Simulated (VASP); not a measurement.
# MoS2 (R3m) in VASP: settings compared

The runs below take MoS2 through relaxation of cell and atoms, single point, with PBEsol+D3(BJ), PBEsol+D4, r2SCAN+U.

Program: VASP 6.6.1. These are calculated values, not measurements. Logs are shortened: lines on timing, memory, paths and dates and some standing lists are left out, and cuts for length are marked.

## 1. The cell of the first run

The structure is trigonal, space group R3m (No. 160). The conventional cell has a = 3.160 Å, b = 3.160 Å, c = 18.450 Å, α = 90.00°, β = 90.00°, γ = 120.00°. Mo (site symmetry 3m) has 6 S at 2.39 Å and 6 Mo at 3.16 Å within 3.2 Å. Within 3.2 Å of S (site symmetry 3m) lie 3 Mo at 2.39 Å and 7 S at 3.08 to 3.16 Å. Within 3.2 Å of S (site symmetry 3m) lie 3 Mo at 2.39 Å and 7 S at 3.08 to 3.16 Å.

## 2. Relaxation of cell and atoms, PBEsol+D3(BJ)

File INCAR:

```
PREC = Accurate
ENCUT = 600
EDIFF = 1E-7
ISMEAR = -1
SIGMA = 0.05
LREAL = F
LASPH = T
NELM = 100
ALGO = Normal
ISIF = 3
LWAVE = F
LCHARG = F
GGA = PS
IVDW = 12
IBRION = 2
NSW = 60
EDIFFG = -0.01
```

File KPOINTS:

```
Automatic mesh
0
Gamma
  10 10 10
```

File POSCAR:

```
MoS2
1.0
    1.5800000000      0.9122134253      6.1500000000
   -1.5800000000      0.9122134253      6.1500000000
    0.0000000000     -1.8244268506      6.1500000000
Mo S
1 2
Direct
    0.0000000000      0.0000000000      0.0000000000
    0.4170000000      0.4170000000      0.4170000000
    0.2500000000      0.2500000000      0.2500000000
```

Potentials or basis: VASP PAW PBE potentials, release 64 (Mo_sv, S).

The run is started by

```
cat potpaw_PBE.64/Mo_sv/POTCAR potpaw_PBE.64/S/POTCAR > POTCAR
mpirun -np 1 vasp_std > vasp.out
```

OUTCAR:

```text
PREC = Accurate
   ENCUT = 600
   EDIFF = 1E-7
   ISMEAR = -1
   LREAL = F
   LASPH = T
   NELM = 100
   ISIF = 3
   GGA = PS
   IVDW = 12
   IBRION = 2
   NSW = 60
   EDIFFG = -0.01
 IVDW          = 12

 ion  position               nearest neighbor table
   1  0.000  0.000  0.000-   3 2.39   3 2.39   3 2.39   2 2.39   2 2.39   2 2.39
   2  0.417  0.417  0.417-   1 2.39   1 2.39   1 2.39
   3  0.250  0.250  0.250-   1 2.39   1 2.39   1 2.39

  LATTYP: Found a trigonal (rhomboedric) cell.
 ALAT       =     6.4149071181
 COS(alpha) =     0.8786713335

  Lattice vectors:

 A1 = (   1.5800000000,   0.9122134253,   6.1500000000)
 A2 = (  -1.5800000000,   0.9122134253,   6.1500000000)
 A3 = (   0.0000000000,  -1.8244268506,   6.1500000000)

Analysis of symmetry for initial positions (statically):
=====================================================================
 Subroutine PRICEL returns:
 Original cell was already a primitive cell.

 Routine SETGRP: Setting up the symmetry group for a
 trigonal (rhombohedral) supercell.

 Subroutine GETGRP returns: Found  6 space group operations
 (whereof  6 operations were pure point group operations)
 out of a pool of 12 trial point group operations.

The static configuration has the point symmetry C_3v.

Analysis of symmetry for dynamics (positions and initial velocities):
=====================================================================
 Subroutine PRICEL returns:
 Original cell was already a primitive cell.

 Routine SETGRP: Setting up the symmetry group for a
 trigonal (rhombohedral) supercell.

 Subroutine GETGRP returns: Found  6 space group operations
 (whereof  6 operations were pure point group operations)
 out of a pool of 12 trial point group operations.

The dynamic configuration has the point symmetry C_3v.

 Subroutine INISYM returns: Found  6 space group operations
 (whereof  6 operations are pure point group operations),
 and found     1 'primitive' translations

----------------------------------------------------------------------------------------

                                     Primitive cell

  volume of cell :      53.1839

  direct lattice vectors                    reciprocal lattice vectors
     1.580000000  0.912213425  6.150000000     0.316455696  0.182705781  0.054200542
    -1.580000000  0.912213425  6.150000000    -0.316455696  0.182705781  0.054200542
     0.000000000 -1.824426851  6.150000000     0.000000000 -0.365411563  0.054200542

  length of vectors
     6.414907118  6.414907118  6.414907118     0.369409406  0.369409406  0.369409406

  position of ions in fractional coordinates (direct lattice)
     0.000000000  0.000000000  0.000000000
     0.417000000  0.417000000  0.417000000
     0.250000000  0.250000000  0.250000000
[... 79 lines left out ...]
   LREAL  =      F    real-space projection
   EDIFFG = -.1E-01   stopping-criterion for IOM
   NSW    =     60    number of steps for IOM
   IBRION =      2    ionic relax: 0-MD 1-quasi-New 2-CG
   NFREE  =      1    steps in history (QN), initial steepest desc. (CG)
   ISIF   =      3    stress and relaxation
   ISYM   =      2    0-nonsym 1-usesym 2-fastsym
   POTIM  = 0.5000    time-step for ionic-motion
   TEBEG  =    0.0;   TEEND  =   0.0 temperature during run
   PSTRESS=    0.0 pullay stress
   NELECT =      26.0000    total number of electrons
   NUPDOWN=      -1.0000    fix difference up-down
   EMIN   =  10.00;   EMAX   =-10.00  energy-range for DOS
   EFERMI =   0.00;   METHOD = LEGACY
   ISMEAR =    -1;   SIGMA  =   0.05  broadening in eV -4-tet -1-fermi 0-gaus
   EFERMI_NEDOS =   21; number of points for ismear=-14 and -15
   IALGO  =     38    algorithm
   IMIX   =      4    mixing-type and parameters
     AMIX     =   0.40;   BMIX     =  1.00
     AMIX_MAG =   1.60;   BMIX_MAG =  1.00
  volume/ion in A,a.u.               =      17.73       119.63
  Fermi-wavevector in a.u.,A,eV,Ry     =   1.289652  2.437089 22.629252  1.663203
  Thomas-Fermi vector in A             =   2.421532
   LORBIT       =      0    0 simple, 1 ext, 2 COOP (PROOUT), +10 PAW based schemes
   GGA     = PS    functional components
   LHFCALC =     F    Hartree Fock is set to
   AEXX    =    0.0000 exact exchange contribution
   IVDW    =    12    specifies the selected vdW correction
   LEPSILON=     F    determine dielectric tensor
   LRPA    =     F    only Hartree local field effects (RPA)
 conjugate gradient relaxation of ions
 non-spin polarized calculation
  energy-cutoff  :      600.00
  volume of cell :       53.18
 maximum number of plane-waves:      1803
 NGX is ok and might be reduce to    54
   NGX = 25   NGY = 25   NGZ = 25

--------------------------------------- Ionic step        1  -------------------------------------------

 number of electron      26.0000000 magnetization

 Free energy of the ion-electron system (eV)
  ---------------------------------------------------
  ext. energy  EPLUGINS =         0.00000000
  ---------------------------------------------------
  free energy    TOTEN  =       -23.44514779 eV

  energy without entropy =      -23.44514659  energy(sigma->0) =      -23.44514719

------------------------ aborting loop because EDIFF is reached ----------------------------------------

 Edisp (eV)   -1.10502

 E8    (eV) :    -0.6932
[... 108 lines left out ...]
  FREE ENERGIE OF THE ION-ELECTRON SYSTEM (eV)
  ---------------------------------------------------
  free  energy   TOTEN  =       -24.5707028317 eV

  energy  without entropy=      -24.5707018950  energy(sigma->0) =      -24.57070236

[... ionic steps 4 to 11 ...]

--------------------------------------- Ionic step       12  -------------------------------------------

 number of electron      26.0000000 magnetization

------------------------ aborting loop because EDIFF is reached ----------------------------------------
[... 77 lines left out ...]
--------------------------------------- Ionic step       14  -------------------------------------------

 number of electron      26.0000000 magnetization

 Free energy of the ion-electron system (eV)
  ---------------------------------------------------
  ext. energy  EPLUGINS =         0.00000000
  ---------------------------------------------------
  free energy    TOTEN  =       -23.40033877 eV

  energy without entropy =      -23.40031564  energy(sigma->0) =      -23.40032721

 E-fermi :   9.2095     XC(G=0): -11.5796

 val. band max:        8.9696552543   @ k =   0.5000   0.5000   0.5000
 cond. band min:       9.5211132923   @ k =  -0.2000   0.2000   0.0000
 fundamental gap:      0.5514580381
 Fermi energy:         9.2094793104

 k-point     1 :       0.0000    0.0000    0.0000
  band No.  band energies     occupation
      1     -52.6624      2.00000
      2     -26.9001      2.00000
      3     -26.6010      2.00000
      4     -26.6010      2.00000
      5      -6.6862      2.00000
      6      -4.5901      2.00000
[... 457 lines left out ...]
      4     -26.7110      2.00000
      5      -4.8501      2.00000
      6      -4.2614      2.00000
[... 9 lines left out ...]
     16      11.7887      0.00000
     17      12.5180      0.00000

 [... further k-points ...]

------------------------ aborting loop because EDIFF is reached ----------------------------------------

 Edisp (eV)   -1.21558

 E8    (eV) :    -0.7638
[... 26 lines left out ...]
  FREE ENERGIE OF THE ION-ELECTRON SYSTEM (eV)
  ---------------------------------------------------
  free  energy   TOTEN  =       -24.6159223727 eV

  energy  without entropy=      -24.6158992471  energy(sigma->0) =      -24.61591081

 reached required accuracy - stopping structural energy minimisation
```

CONTCAR:

```text
MoS2
   1.00000000000000
     1.5576918445688392    0.8993338057575571    5.7939642071425412
    -1.5576918445688392    0.8993338057575571    5.7939642071425412
     0.0000000000000000   -1.7986676115151141    5.7939642071425412
  Mo              S
     1     2
Direct
     0.0000681599086522    0.0000681599086522    0.0000681599086522
     0.4231725528385364    0.4231725528385364    0.4231725528385364
     0.2437592872528127    0.2437592872528127    0.2437592872528127

  0.00000000E+00  0.00000000E+00  0.00000000E+00
  0.00000000E+00  0.00000000E+00  0.00000000E+00
  0.00000000E+00  0.00000000E+00  0.00000000E+00
```

Run time: 35 min. Hardware: 1 thread of Intel Xeon 6975P-C (Granite Rapids), shared host; peak memory 0.55 GiB.

Results:

| Property | Result |
| --- | --- |
| Free energy | -24.6159 eV |
| Relaxed volume | 16.23 Å³/atom |
| Relaxed cell | a = 6.067 Å, b = 6.067 Å, c = 6.067 Å, α = 29.76°, β = 29.76°, γ = 29.76° |
| Space group after relaxing (to 0.1 Å) | R3m (No. 160) |
| Energy gained by relaxing | 21.9 meV/atom |
| Ionic steps | 14 |
| Pressure after relaxing | 0.0 GPa |
| Largest force after relaxing | 0.006 eV/Å |
| Band gap on the k mesh | 0.55 eV (least direct gap 2.00 eV) |
| Dispersion energy per atom | -0.405 eV |

Forces in eV/Å, atoms in the order of the input:
```
Mo   0.000  0.000 -0.004
S    0.000  0.000  0.006
S    0.000  0.000 -0.002
```

Step by step:
```csv
step,energy change (eV),largest force (eV/Å),pressure (GPa),volume (Å³)
1,0.0000,0.2761,-3.12,53.18
2,-0.0112,0.7599,3.82,50.57
3,-0.0205,0.5221,0.87,51.60
4,-0.0291,0.0722,-0.90,51.20
5,-0.0305,0.1161,-0.44,51.31
6,-0.0389,0.1128,-0.32,50.88
7,-0.0574,0.2625,0.25,49.57
8,-0.0419,0.6733,2.69,46.97
9,-0.0611,0.3697,1.06,48.84
10,-0.0654,0.1013,-0.12,48.81
11,-0.0655,0.0693,-0.35,48.81
12,-0.0657,0.0226,-0.03,48.71
13,-0.0657,0.0220,-0.03,48.71
14,-0.0658,0.0059,0.02,48.70
```

Final structure:
```
Mo S
1.0
     1.55769    0.89933    5.79396
    -1.55769    0.89933    5.79396
     0.00000   -1.79867    5.79396
Mo S
1 2
Direct
  0.00007 0.00007 0.00007
  0.42317 0.42317 0.42317
  0.24376 0.24376 0.24376
```

Caveat: the PAW data sets were made with another functional, which shifts forces and pressure a little. A k mesh can miss the band edges.

## 3. Relaxation of cell and atoms, PBEsol+D4

File INCAR:

```
SYSTEM = MoS2
ALGO = Normal
EDIFF = 1E-6
EDIFFG = -0.01
ENCUT = 600
GGA = PS
IBRION = 2
ISIF = 3
ISMEAR = -1
IVDW = 13
LASPH = .TRUE.
LCHARG = .FALSE.
LREAL = .FALSE.
LWAVE = .FALSE.
NELM = 80
NSW = 60
PREC = Accurate
SIGMA = 0.05
```

File KPOINTS:

```
k-points
0
G
  10 10 10
  0 0 0
```

POSCAR is that of step 2.

Potentials or basis: VASP PAW PBE potentials, release 64 (Mo_sv, S).

The run is started by

```
cat potpaw_PBE.64/Mo_sv/POTCAR potpaw_PBE.64/S/POTCAR > POTCAR
mpirun -np 1 vasp_std > vasp.out
```

Wall time 40 min (1 thread of Intel Xeon 6975P-C (Granite Rapids), shared host); peak memory 0.55 GiB.

The run converged. Its results:

| Item | Value |
| --- | --- |
| Free energy | -24.2132 eV |
| Relaxed volume | 16.68 Å³/atom |
| Relaxed cell | a = 6.179 Å, b = 6.179 Å, c = 6.179 Å, α = 29.32°, β = 29.32°, γ = 29.32° |
| Space group after relaxing (to 0.1 Å) | R3m (No. 160) |
| Energy gained by relaxing | 9.3 meV/atom |
| Ionic steps | 20 |
| Pressure after relaxing | 0.0 GPa |
| Largest force after relaxing | 0.006 eV/Å |
| Band gap on the k mesh | 0.68 eV (least direct gap 2.05 eV) |
| Dispersion energy per atom | -0.262 eV |

Forces on the atoms (eV/Å):
```
Mo   0.000  0.000 -0.004
S    0.000  0.000 -0.001
S    0.000  0.000  0.006
```

Step by step:
```
step  energy change (eV)  largest force (eV/Å)  pressure (GPa)  volume (Å³)
   1              0.0000                0.2608           -1.79        53.18
   2             -0.0104                0.3689            1.60        51.67
   3             -0.0118                0.3164            0.68        52.05
   4             -0.0124                0.1431           -1.26        52.11
   5             -0.0144                0.0678           -0.38        52.08
   6             -0.0170                0.0784           -0.26        51.83
   7             -0.0223                0.2382            0.11        51.08
   8             -0.0206                0.6168            1.22        49.57
   9             -0.0238                0.3806            0.57        50.49
  10             -0.0249                0.3325            0.45        50.43
  11             -0.0271                0.1902            0.15        50.24
  12             -0.0271                0.1366           -0.40        49.85
  13             -0.0279                0.0658           -0.12        50.04
  14             -0.0280                0.0394           -0.04        50.03
  15             -0.0280                0.0090            0.14        50.02
  16             -0.0280                0.0118            0.11        50.02
  17             -0.0280                0.0029            0.08        50.04
  18             -0.0280                0.0124            0.00        50.06
  19             -0.0280                0.0106            0.00        50.06
  20             -0.0280                0.0057            0.02        50.05
```

Final structure:
```
CELL_PARAMETERS angstrom
1.56366 0.90278 5.90894
-1.56366 0.90278 5.90894
0.00000 -1.80556 5.90894
ATOMIC_POSITIONS crystal
Mo 0.00009 0.00009 0.00009
S 0.42137 0.42137 0.42137
S 0.24555 0.24555 0.24555
```

Levels at points of the mesh, in eV from the valence-band top:
| k point | band 10 | band 11 | band 12 | band 13 | band 14 | band 15 | band 16 | band 17 |
| --- | --- | --- | --- | --- | --- | --- | --- | --- |
| (0.00, 0.00, 0.00) | -2.37 | -2.37 | -1.53 | -1.05 | 1.93 | 1.93 | 2.42 | 2.42 |
| (0.50, 0.00, 0.00) | -4.18 | -2.49 | -1.69 | -1.61 | 1.62 | 1.94 | 3.25 | 3.47 |
| (0.50, 0.50, 0.00) | -4.04 | -3.27 | -1.95 | -1.47 | 1.55 | 2.13 | 2.88 | 3.95 |
| (0.50, 0.50, 0.50) | -3.52 | -2.31 | -2.31 | 0.00 | 2.09 | 2.09 | 2.19 | 2.19 |

Caveat: the PAW data sets were made with another functional, which shifts forces and pressure a little. A k mesh can miss the band edges.

## 4. Single point, r2SCAN+U

This run uses another cell than the first one, of 19.02 Å³/atom.

File POSCAR:

```
MoS2
1.0
    1.5926222020      0.9195008570      6.4943695585
   -1.5926222020      0.9195008570      6.4943695585
    0.0000000000     -1.8390017141      6.4943695585
Mo S
1 2
Direct
    0.0001070957      0.0001070957      0.0001070957
    0.4131144214      0.4131144214      0.4131144214
    0.2537784829      0.2537784829      0.2537784829
```

File INCAR.step1:

```
PREC = Accurate ; ENCUT = 520
ISMEAR = -1 ; SIGMA = 0.05
LREAL = False ; LASPH = True
NELM = 150 ; LMAXMIX = 4
LDAU = True ; LDAUTYPE = 2
LDAUL = 2 -1 ; LDAUU = 1 0
LDAUJ = 0 0 ; NBANDS = 20
GGA = PE ; ALGO = Normal
EDIFF = 1E-4 ; LWAVE = True
LCHARG = False
```

File INCAR.step2:

```
PREC = Accurate ; ENCUT = 520
EDIFF = 1E-6 ; ISMEAR = -1
SIGMA = 0.05 ; LREAL = False
LASPH = True ; NELM = 150
ALGO = Normal ; ISIF = 2
LWAVE = False ; LCHARG = True
LMAXMIX = 4 ; LDAU = True
LDAUTYPE = 2 ; LDAUL = 2 -1
LDAUU = 1 0 ; LDAUJ = 0 0
LDAUPRINT = 1 ; METAGGA = R2SCAN
LMIXTAU = True ; LELF = True
LVHAR = True ; NBANDS = 20
ISTART = 1
```

File KPOINTS:

```
regular mesh
0
Gamma
  10 10 10
```

The run is started by

```
cat potpaw_PBE.64/Mo_sv/POTCAR potpaw_PBE.64/S/POTCAR > POTCAR
cp INCAR.step1 INCAR
mpirun -np 1 vasp_std > vasp.out
cp INCAR.step2 INCAR
mpirun -np 1 vasp_std > vasp.out
```

Run time: 12 min. Hardware: 1 thread of Intel Xeon 6975P-C (Granite Rapids), shared host; peak memory 0.45 GiB.

Results (log left out):

* Free energy: -43.8475 eV
* Pressure: 0.6 GPa
* Largest force: 0.072 eV/Å
* Band gap on the k mesh: 1.28 eV (least direct gap 2.00 eV)

Forces on the atoms (eV/Å):
```
Mo   0.000  0.000 -0.001
S    0.000  0.000  0.072
S    0.000  0.000 -0.071
```

Levels at points of the mesh, in eV from the valence-band top:
```
           k point  band 11  band 12  band 13  band 14  band 15  band 16
(0.00, 0.00, 0.00)    -2.22    -1.55    -0.90     2.35     2.35     2.66
(0.50, 0.00, 0.00)    -2.37    -1.66    -1.30     1.83     2.28     3.81
(0.50, 0.50, 0.00)    -2.75    -1.75    -1.17     1.81     2.36     3.46
(0.50, 0.50, 0.50)    -2.20    -2.20     0.00     2.40     2.40     2.59
```

Eigenvalues of the final occupation matrices:
```csv
site,spin,trace,eigenvalues
site 1 d,1,1.97,0.38 0.38 0.39 0.39 0.42
site 1 d,2,1.97,0.38 0.38 0.39 0.39 0.42
```

Caveat: the PAW data sets were made with another functional, which shifts forces and pressure a little. A k mesh can miss the band edges.

## 5. Summary

| task | level | U | cell | cutoff (eV) | gap on the mesh (eV) | pressure (GPa) | relaxed volume (Å³/atom) | largest force (eV/Å) |
| --- | --- | --- | --- | --- | --- | --- | --- | --- |
| relaxation of cell and atoms | PBEsol+D3(BJ) | - | relaxed from a = 6.415 Å, angles 28.5°, 3 atoms, atomic positions A | 600 | 0.55 | 0.0 | 16.23 | 0.01 |
| relaxation of cell and atoms | PBEsol+D4 | - | relaxed from a = 6.415 Å, angles 28.5°, 3 atoms, atomic positions A | 600 | 0.68 | 0.0 | 16.68 | 0.01 |
| single point | r2SCAN+U | Mo d U = 1.0 eV | a = 6.750 Å, angles 27.3°, 3 atoms, atomic positions B | 520 | 1.28 | 0.6 | - | 0.07 |

Alike in all rows: potentials or basis VASP PAW PBE potentials, release 64 (Mo_sv, S); no spin polarisation; k mesh 10 × 10 × 10; smearing fermi-dirac 0.05 eV.

Caveats: the PAW data sets were made with another functional, which shifts forces and pressure a little.

Total energies depend on the potentials used, so only differences within one code and one set of settings carry meaning.
